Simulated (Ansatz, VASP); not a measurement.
**Two plane-wave programs on NaI**

```
CELL_PARAMETERS angstrom
0.00000 3.23640 3.23640
3.23640 0.00000 3.23640
3.23640 3.23640 0.00000
ATOMIC_POSITIONS crystal
Na 0.00000 0.00000 0.00000
I 0.50000 0.50000 0.50000
```

Alike in both runs: task relaxation of cell and atoms; functional LDA; k mesh 6 × 6 × 6; occupations gaussian, width 0.02 eV; no spin polarisation.

|  | VASP | Ansatz |
| --- | --- | --- |
| version | VASP 6.6.1 | Ansatz 0.2.0 |
| potentials or method | VASP PAW LDA potentials, release 64 (Na_pv, I), cutoff 600 eV | scalar-relativistic, plane waves, PAW |
| valence electrons in the cell | 14 | 26 |

```tsv
	VASP	Ansatz	Ansatz less VASP
gap on the k mesh at the Fermi level, each at its own relaxed structure (eV)	3.63	3.62	-0.015
relaxed volume (Å³/atom)	30.69	30.70	+0.008
relaxed cell length with the largest relative difference (Å)	4.428	4.428	+0.0004
```

LDA's correlation is that of Perdew and Zunger in VASP and of Perdew and Wang (1992) in Ansatz. VASP's potentials hold 14 valence electrons a cell and Ansatz's 26, so a difference there can come from the potentials and not from the codes.

Neither program's run includes spin-orbit coupling.
